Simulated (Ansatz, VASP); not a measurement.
## CsI: VASP beside Ansatz

```xyz
2
Lattice="4.6089 0.0000 0.0000 0.0000 4.6089 0.0000 0.0000 0.0000 4.6089" Properties=species:S:1:pos:R:3 pbc="T T T"
Cs    0.0000    0.0000    0.0000
I     2.3045    2.3045    2.3045
```

Alike in both runs: functional r2SCAN; k mesh 8 × 8 × 8; occupations fermi-dirac, width 0.1 eV; no spin polarisation.

Ansatz relaxed the structure, and its values are those at the end. VASP's run is a single point on that final structure, the one shown.

|  | VASP | Ansatz |
| --- | --- | --- |
| version | VASP 6.6.1 | Ansatz 0.2.0 |
| potentials or method | VASP PAW PBE potentials, release 64 (Cs_sv, I) | PAW with Ansatz's default frozen-core files, scalar-relativistic |
| plane-wave cutoff (eV) | 550 | 500 |
| valence electrons in the cell | 16 | 26 |

|  | VASP | Ansatz | Ansatz less VASP |
| --- | --- | --- | --- |
| pressure (GPa) | 0.0 | 0.0 | -0.03 |

VASP's potentials were made for PBE, not for r2SCAN. VASP's potentials hold 16 valence electrons a cell and Ansatz's 26, so a difference there can come from the potentials and not from the codes.

Spin-orbit coupling is off throughout.
